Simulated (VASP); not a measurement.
# BiS7 (P-3m1) in VASP: notebook, part 2 of 2

VASP 6.6.1. The steps go on from the part before.

**3. Single point, PBE**

This run uses another cell than the first one, of 24.75 Å³/atom.

INCAR reads:

```
ALGO = Normal
EDIFF = 1E-7
ENCUT = 520
GGA = PE
ISIF = 2
ISMEAR = 0
LASPH = True
LCHARG = False
LREAL = False
LWAVE = False
NBANDS = 38
NELM = 80
PREC = Accurate
SIGMA = 0.1
```

KPOINTS reads:

```
k-points
0
Gamma
  6 6 6
```

POSCAR reads:

```
BiS7
1.0
    6.7411528308      0.0000000000      0.0000000000
   -3.3705764154      5.8380096023      0.0000000000
    0.0000000000      0.0000000000      5.0311596990
Bi S
1 7
Direct
    0.0000000000      0.0000000000      0.5000000000
    0.5110800188      0.4889199812      0.1877703301
    0.5110800188      0.0221600377      0.1877703301
    0.9778399623      0.4889199812      0.1877703301
    0.4889199812      0.5110800188      0.8122296699
    0.0221600377      0.5110800188      0.8122296699
    0.4889199812      0.9778399623      0.8122296699
    0.0000000000      0.0000000000      0.0000000000
```

Potentials or basis: VASP PAW PBE potentials, release 64 (Bi_d, S).

On the command line:

```bash
$ cat potpaw_PBE.64/Bi_d/POTCAR potpaw_PBE.64/S/POTCAR > POTCAR
$ mpirun -np 1 vasp_std > vasp.out
```

OUTCAR:

```text
EDIFF = 1E-7
   ENCUT = 520
   GGA = PE
   ISIF = 2
   ISMEAR = 0
   LASPH = True
   LREAL = False
   NELM = 80
   PREC = Accurate

 ion  position               nearest neighbor table
   1  0.000  0.000  0.500-   8 2.52   8 2.52
   2  0.511  0.489  0.188-   5 1.91
   3  0.511  0.022  0.188-   7 1.91
   4  0.978  0.489  0.188-   6 1.91
   5  0.489  0.511  0.812-   2 1.91
   6  0.022  0.511  0.812-   4 1.91
   7  0.489  0.978  0.812-   3 1.91
   8  0.000  0.000  0.000-   1 2.52   1 2.52

  LATTYP: Found a hexagonal cell.
 ALAT       =     6.7411528308
 C/A-ratio  =     0.7463352078

  Lattice vectors:

 A1 = (   6.7411528308,   0.0000000000,   0.0000000000)
 A2 = (  -3.3705764154,   5.8380096023,   0.0000000000)
 A3 = (   0.0000000000,   0.0000000000,   5.0311596990)

Analysis of symmetry for initial positions (statically):
=====================================================================
 Subroutine PRICEL returns:
[... 187 lines left out ...]
 fundamental gap:      0.0388895500
 Fermi energy:         3.7731709496

 k-point     1 :       0.0000    0.0000    0.0000
  band No.  band energies     occupation
      1     -19.6106      2.00000
      2     -19.6106      2.00000
      3     -19.5938      2.00000
      4     -19.4934      2.00000
      5     -19.4934      2.00000
      6     -12.3357      2.00000
[... 973 lines left out ...]
     37       8.2521      0.00000
     38       9.9169      0.00000

 [... further k-points ...]

------------------------ aborting loop because EDIFF is reached ----------------------------------------

  FORCE on cell =-STRESS in cart. coord.  units (eV):
  Direction    XX          YY          ZZ          XY          YZ          ZX
  --------------------------------------------------------------------------------------
  -------------------------------------------------------------------------------------
  Total       -0.0937421     -0.0937421     -1.3821376      0.0000000      0.0000000      0.0000000
  in kB       -0.7585395     -0.7585395    -11.1839390      0.0000000      0.0000000      0.0000000
  external PRESSURE =      -4.2336727 kB  Pullay stress =       0.0000000 kB

 VOLUME and BASIS-vectors are now :
 -----------------------------------------------------------------------------
  energy-cutoff  :      520.00
  volume of cell :      198.00
      direct lattice vectors                 reciprocal lattice vectors
     6.741152831  0.000000000  0.000000000     0.148342580  0.085645628  0.000000000
    -3.370576415  5.838009602  0.000000000     0.000000000  0.171291256  0.000000000
     0.000000000  0.000000000  5.031159699     0.000000000  0.000000000  0.198761331

 POSITION                                       TOTAL-FORCE (eV/Angst)
 -----------------------------------------------------------------------------------
      0.00000      0.00000      2.51558         0.000000      0.000000      0.000000
      1.79733      2.85432      0.94470        -0.029496      0.017029     -0.231242
      3.37058      0.12937      0.94470         0.000000     -0.034059     -0.231242
      4.94383      2.85432      0.94470         0.029496      0.017029     -0.231242
      1.57325      2.98369      4.08646         0.029496     -0.017029      0.231242
     -1.57325      2.98369      4.08646        -0.029496     -0.017029      0.231242
      0.00000      5.70864      4.08646        -0.000000      0.034059      0.231242
      0.00000      0.00000      0.00000         0.000000      0.000000      0.000000
 -----------------------------------------------------------------------------------
    total drift:                               -0.000000      0.000000     -0.000000

  FREE ENERGIE OF THE ION-ELECTRON SYSTEM (eV)
  ---------------------------------------------------
  free  energy   TOTEN  =       -30.0964920166 eV

  energy  without entropy=      -30.0703221242  energy(sigma->0) =      -30.08340707
```

OSZICAR:

```text
N       E                     dE             d eps       ncg     rms          rms(c)
DAV:   1     0.448284697577E+03    0.44828E+03   -0.25066E+04  2584   0.136E+03
DAV:   2     0.178424590267E+02   -0.43044E+03   -0.41533E+03  2950   0.312E+02
DAV:   3    -0.296341901665E+02   -0.47477E+02   -0.46357E+02  3232   0.115E+02
DAV:   4    -0.314742960642E+02   -0.18401E+01   -0.18205E+01  3098   0.254E+01
DAV:   5    -0.315466489308E+02   -0.72353E-01   -0.72294E-01  3660   0.492E+00    0.253E+01
DAV:   6    -0.301701365546E+02    0.13765E+01   -0.52312E+00  3350   0.852E+00    0.143E+01
DAV:   7    -0.301142990827E+02    0.55837E-01   -0.10826E+00  3024   0.377E+00    0.628E+00
DAV:   8    -0.301041842422E+02    0.10115E-01   -0.25202E-01  3016   0.194E+00    0.105E+00
DAV:   9    -0.300970378803E+02    0.71464E-02   -0.24296E-02  2952   0.691E-01    0.393E-01
DAV:  10    -0.300971699894E+02   -0.13211E-03   -0.14469E-02  2974   0.440E-01    0.249E-01
DAV:  11    -0.300965142050E+02    0.65578E-03   -0.24826E-03  2968   0.194E-01    0.154E-01
DAV:  12    -0.300965559169E+02   -0.41712E-04   -0.19242E-04  2974   0.602E-02    0.637E-02
DAV:  13    -0.300964887785E+02    0.67138E-04   -0.18832E-04  3178   0.516E-02    0.172E-02
DAV:  14    -0.300964922329E+02   -0.34544E-05   -0.24745E-05  3018   0.208E-02    0.110E-02
DAV:  15    -0.300964919874E+02    0.24557E-06   -0.29591E-06  3100   0.698E-03    0.522E-03
DAV:  16    -0.300964920166E+02   -0.29263E-07   -0.63174E-07  2878   0.305E-03
   1 F= -.30096492E+02 E0= -.30083407E+02  d E =-.261699E-01
```

Run time: 6.2 min. Hardware: 1 thread of Intel Xeon 8259CL, shared host; peak memory 0.42 GiB.

What came out:

```yaml
Free_energy: -30.0965 eV
Pressure: -0.4 GPa
Largest_force: 0.234 eV/Å
Band_gap_on_the_k_mesh: zero (an odd number of electrons rules out a gap without spin polarisation)
```

Forces on the atoms (eV/Å):
```
Bi   0.000  0.000  0.000
S   -0.029  0.017 -0.231
S    0.000 -0.034 -0.231
S    0.029  0.017 -0.231
S    0.029 -0.017  0.231
S   -0.029 -0.017  0.231
S    0.000  0.034  0.231
S    0.000  0.000  0.000
```

Stress tensor (GPa, compression positive):
```
-0.08  0.00  0.00
 0.00 -0.08  0.00
 0.00  0.00 -1.12
```

Caveat: spin-orbit coupling is left out, which moves the levels of the heavy elements; an odd number of electrons without spin polarisation forces a metal; a magnetic or distorted state may lie lower.

The gap in the log of VASP goes by the Fermi energy; the results here count the filled bands.